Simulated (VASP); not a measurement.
# ZrS in VASP: further runs, part 3 of 3

VASP 6.6.1. Earlier steps stand in the parts before.

## 4. Relaxation of cell and atoms, PBEsol, target pressure -3 GPa, at which the enthalpy is minimised

This run uses another cell than the first one, of 17.73 Å³/atom.

File INCAR:

```
ALGO = Normal
EDIFF = 1E-7
EDIFFG = -0.008
ENCUT = 600
GGA = PS
IBRION = 2
ISIF = 3
ISMEAR = 0
LASPH = T
LCHARG = F
LREAL = F
LWAVE = F
NELM = 80
NSW = 70
PREC = Accurate
PSTRESS = -30.0
SIGMA = 0.1
```

File KPOINTS:

```
k-points
0
Gamma
  14 14 14
```

File POSCAR:

```
ZrS
1.0
    0.0000000000      2.6074773921      2.6074773921
    2.6074773921      0.0000000000      2.6074773921
    2.6074773921      2.6074773921      0.0000000000
Zr S
1 1
Direct
    0.0000000000      0.0000000000      0.0000000000
    0.5000000000      0.5000000000      0.5000000000
```

The run is started by

```sh
> cat potpaw_PBE.64/Zr_sv/POTCAR potpaw_PBE.64/S/POTCAR > POTCAR
> mpirun -np 1 vasp_std > vasp.out
```

It took 69 s on 1 thread of Intel Xeon 6975P-C (Granite Rapids), shared host; peak memory 0.21 GiB.

Results (log left out):

| Quantity | Value |
| --- | --- |
| Free energy | -16.5061 eV |
| Relaxed volume | 17.64 Å³/atom |
| Relaxed cell | a = 3.681 Å, b = 3.681 Å, c = 3.681 Å, α = 60.00°, β = 60.00°, γ = 60.00° |
| Space group after relaxing (to 0.1 Å) | Fm-3m (No. 225) |
| Energy change on relaxing (the run minimises the enthalpy) | -1.9 meV/atom |
| Ionic steps | 3 |
| Pressure after relaxing | -3.0 GPa |

Step by step:
```csv
step,energy change (eV),largest force (eV/Å),pressure (GPa),volume (Å³)
1,0.0000,0.0000,-3.70,35.46
2,-0.0073,0.0000,-2.19,35.06
3,-0.0039,0.0000,-3.00,35.27
```

Final structure:
```
CELL_PARAMETERS angstrom
0.00000 2.60292 2.60292
2.60292 0.00000 2.60292
2.60292 2.60292 0.00000
ATOMIC_POSITIONS crystal
Zr 0.00000 0.00000 0.00000
S 0.50000 0.50000 0.50000
```

Levels at points of the mesh, in eV from the Fermi level:
```csv
k point,band 7,band 8,band 9,band 10,band 11,band 12
"(0.00, 0.00, 0.00)",-3.53,-3.53,-1.43,-1.43,-1.43,-0.72
"(0.50, 0.00, 0.00)",-6.07,-6.07,1.52,1.52,1.85,1.89
"(0.50, 0.50, 0.00)",-4.48,-4.48,-3.59,0.51,2.45,2.45
```

Caveat: the cell is relaxed towards a set pressure, so the run minimises the enthalpy, not the energy; the highest band is partly filled, so the run has too few bands; the PAW data sets were made with another functional, which shifts forces and pressure a little.

## 5. Single point, PBEsol (biaxial strain in the a-b plane: -1.0 %, then relaxed in part)

File INCAR:

```
PREC = Accurate ; ENCUT = 520
EDIFF = 1E-7 ; ISMEAR = 0
SIGMA = 0.1 ; LREAL = F
LASPH = T ; NELM = 80
ALGO = Normal ; ISIF = 2
LWAVE = F ; LCHARG = F
GGA = PS ; NBANDS = 26
```

File KPOINTS:

```
regular mesh
0
Gamma
  14 14 10
```

File POSCAR:

```
ZrS
1.0
    2.5572445972      2.5572445972      0.0000000000
   -2.5572445972      2.5572445972      0.0000000000
    0.0000000000      0.0000000000      5.1776001691
Zr S
2 2
Direct
    0.0000000000      0.0000000000      0.0000000000
    0.5000000000      0.5000000000      0.5000000000
    0.5000000000      0.5000000000      0.0000000000
    0.0000000000      0.0000000000      0.5000000000
```

Potentials or basis: VASP PAW PBE potentials, release 64 (Zr_sv, S).

The run is started by

```sh
> cat potpaw_PBE.64/Zr_sv/POTCAR potpaw_PBE.64/S/POTCAR > POTCAR
> mpirun -np 1 vasp_std > vasp.out
```

OUTCAR:

```text
PREC = Accurate
   ENCUT = 520
   EDIFF = 1E-7
   ISMEAR = 0
   LREAL = F
   LASPH = T
   NELM = 80
   ISIF = 2
   GGA = PS

 ion  position               nearest neighbor table
   1  0.000  0.000  0.000-   3 2.56   3 2.56   3 2.56   3 2.56   4 2.59   4 2.59   2 3.64   2 3.64
                             2 3.64   2 3.64   2 3.64   2 3.64   2 3.64   2 3.64
   2  0.500  0.500  0.500-   4 2.56   4 2.56   4 2.56   4 2.56   3 2.59   3 2.59   1 3.64   1 3.64
                             1 3.64   1 3.64   1 3.64   1 3.64   1 3.64   1 3.64
   3  0.500  0.500  0.000-   1 2.56   1 2.56   1 2.56   1 2.56   2 2.59   2 2.59
[... 918 lines left out ...]
  --------------------------------------------------------------------------------------
  -------------------------------------------------------------------------------------
  Total        1.8703890      1.8703890      0.0898535      0.0000000      0.0000000     -0.0000000
  in kB       44.2526701     44.2526701      2.1258980      0.0000000      0.0000000     -0.0000000
  external PRESSURE =      30.2104128 kB  Pullay stress =       0.0000000 kB

 VOLUME and BASIS-vectors are now :
 -----------------------------------------------------------------------------
  energy-cutoff  :      520.00
  volume of cell :       67.72
      direct lattice vectors                 reciprocal lattice vectors
     2.557244597  2.557244597  0.000000000     0.195522947  0.195522947  0.000000000
    -2.557244597  2.557244597  0.000000000    -0.195522947  0.195522947  0.000000000
     0.000000000  0.000000000  5.177600169     0.000000000  0.000000000  0.193139672

 POSITION                                       TOTAL-FORCE (eV/Angst)
 -----------------------------------------------------------------------------------
      0.00000      0.00000      0.00000        -0.000000      0.000000     -0.000000
      0.00000      2.55724      2.58880         0.000000     -0.000000      0.000000
      0.00000      2.55724      0.00000        -0.000000     -0.000000     -0.000000
      0.00000      0.00000      2.58880        -0.000000     -0.000000     -0.000000
 -----------------------------------------------------------------------------------
    total drift:                               -0.000000      0.000000      0.000000

  FREE ENERGIE OF THE ION-ELECTRON SYSTEM (eV)
  ---------------------------------------------------
  free  energy   TOTEN  =       -33.0073452539 eV

  energy  without entropy=      -32.9940856576  energy(sigma->0) =      -33.00071546
```

stdout:

```text
POSCAR found type information on POSCAR ZrS
 POSCAR found :  2 types and       4 ions
 scaLAPACK will be used
 -----------------------------------------------------------------------------
|                                                                             |
|                                                                             |
|     You enforced a specific xc type in the INCAR file but a different       |
|     I HOPE YOU KNOW WHAT YOU ARE DOING!                                     |
|                                                                             |
 -----------------------------------------------------------------------------

 LDA part: xc-table for (Slater+PW92), standard interpolation
 POSCAR, INCAR and KPOINTS ok, starting setup
 FFT: planning ... GRIDC
 FFT: planning ... GRID_SOFT
 FFT: planning ... GRID
 WAVECAR not read
 entering main loop
```

Run time: 9.2 min. Hardware: 1 thread of Intel Xeon 8259CL, shared host; peak memory 0.41 GiB.

What came out:

| Quantity | Value |
| --- | --- |
| Free energy | -33.0073 eV |
| Pressure | 3.0 GPa |
| Band gap on the k mesh | zero (bands 18 and 19 overlap by 3.07 eV) |

Caveat: the cell differs from its parent crystal (biaxial strain in the a-b plane: -1.0 %, then relaxed in part); the cell stands under pressure; the PAW data sets were made with another functional, which shifts forces and pressure a little.

## 6. Single point, PBEsol (biaxial strain in the a-b plane: -1.0 %)

File INCAR:

```
SYSTEM = ZrS
PREC = Accurate
ENCUT = 520
EDIFF = 1E-6
ISMEAR = 0
SIGMA = 0.1
LREAL = .FALSE.
LASPH = .TRUE.
NELM = 80
ALGO = Normal
ISIF = 2
LWAVE = .FALSE.
LCHARG = .TRUE.
GGA = PS
LELF = .TRUE.
LVHAR = .TRUE.
NBANDS = 26
```

File KPOINTS:

```
Automatic mesh
0
G
  14 14 10
  0 0 0
```

POSCAR: that of step 5 with these lines changed.

```diff
@@ -4,3 +4,3 @@
    -2.5572445972      2.5572445972      0.0000000000
-    0.0000000000      0.0000000000      5.1776001691
+    0.0000000000      0.0000000000      5.1971476056
 Zr S
```

Potentials or basis: VASP PAW PBE potentials, release 64 (Zr_sv, S).

The run is started by

```sh
> cat potpaw_PBE.64/Zr_sv/POTCAR potpaw_PBE.64/S/POTCAR > POTCAR
> mpirun -np 1 vasp_std > vasp.out
```

Run time: 5.8 min. Hardware: 1 thread of Intel Xeon 8259CL, shared host; peak memory 0.41 GiB.

The run converged. Its results:

```
Free energy            : -33.0069 eV
Pressure               : 2.5 GPa
Band gap on the k mesh : zero (bands 18 and 19 overlap by 3.03 eV)
```

Stress tensor (GPa, compression positive):
```
 4.19  0.00  0.00
 0.00  4.19  0.00
 0.00  0.00 -0.98
```

Levels at points of the mesh, in eV from the Fermi level:
```csv
k point,band 16,band 17,band 18,band 19,band 20,band 21
"(0.00, 0.00, 0.00)",-3.51,-3.51,-1.63,-1.45,-1.45,-0.81
"(0.50, 0.00, 0.00)",-5.80,0.42,0.42,0.88,0.88,1.22
"(0.50, 0.50, 0.00)",-4.51,-3.76,-3.76,0.55,0.55,2.53
"(0.00, 0.00, 0.50)",-4.36,-2.89,-2.89,-0.18,-0.18,1.31
"(0.50, 0.00, 0.50)",-6.22,1.58,1.58,1.64,1.64,1.92
"(0.50, 0.50, 0.50)",-6.02,-0.10,-0.10,-0.10,-0.10,1.99
```

Caveat: the cell differs from its parent crystal (biaxial strain in the a-b plane: -1.0 %); the PAW data sets were made with another functional, which shifts forces and pressure a little.

## 7. The runs side by side

| task | cell | k mesh | cutoff (eV) | gap on the mesh (eV) | pressure (GPa) |
| --- | --- | --- | --- | --- | --- |
| relaxation of cell and atoms | relaxed to 8 GPa from a = 3.593 Å, angles 60.0°, 2 atoms, atomic positions A | 14 × 14 × 14 | 600 | - | 8.0 |
| relaxation of cell and atoms | relaxed to 3 GPa from a = 3.619 Å, angles 60.0°, 2 atoms, atomic positions A | 14 × 14 × 14 | 600 | - | 3.0 |
| relaxation of cell and atoms | relaxed to -3 GPa from a = 3.688 Å, angles 60.0°, 2 atoms, atomic positions A | 14 × 14 × 14 | 600 | - | -3.0 |
| single point | a = 3.616, b = 3.616, c = 5.178 Å, 4 atoms, atomic positions B | 14 × 14 × 10 | 520 | none | 3.0 |
| single point | a = 3.616, b = 3.616, c = 5.197 Å, 4 atoms, atomic positions B | 14 × 14 × 10 | 520 | none | 2.5 |

Alike in all rows: level PBEsol; potentials or basis VASP PAW PBE potentials, release 64 (Zr_sv, S); no spin polarisation; smearing gaussian 0.1 eV.

Caveats: the PAW data sets were made with another functional, which shifts forces and pressure a little; the cell is relaxed towards a set pressure, so the run minimises the enthalpy, not the energy (at least some runs); the highest band is partly filled, so the run has too few bands (at least some runs); the cell stands under pressure (at least some runs).

Absolute energies hang on the potentials; compare differences alone.
